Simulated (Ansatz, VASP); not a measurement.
**Si2BN: VASP beside Ansatz**

```
CELL_PARAMETERS angstrom
2.38325 0.00000 0.00000
0.00000 2.38325 0.00000
0.00000 0.00000 8.58130
ATOMIC_POSITIONS crystal
Si 0.00000 0.00000 0.36007
Si 0.00000 0.00000 0.63993
B 0.00000 0.00000 0.00000
N 0.50000 0.50000 0.00000
```

Alike in both runs: functional PBE; k mesh 6 × 6 × 4; occupations gaussian, width 0.1 eV; no spin polarisation.

Ansatz relaxed the structure, and its values are those at the end. VASP's run is a single point on that final structure, the one shown.

|  | VASP | Ansatz |
| --- | --- | --- |
| version | VASP 6.6.1 | Ansatz 0.2.0 |
| potentials or method | VASP PAW PBE potentials, release 64 (Si, B, N), cutoff 520 eV | scalar-relativistic, plane waves, PAW |
| valence electrons in the cell | 16 | 16 |

```tsv
	VASP	Ansatz	Ansatz less VASP
gap on the k mesh at the Fermi level (eV)	none	none	-
pressure (GPa)	-0.2	-0.1	+0.06
rms of the force components (eV/Å)	0.011	0.009	-0.0014
```

A gap of «none» marks a metal or a gap that the smearing closes.

The k mesh is coarse, so the values compare programs but aren't converged.
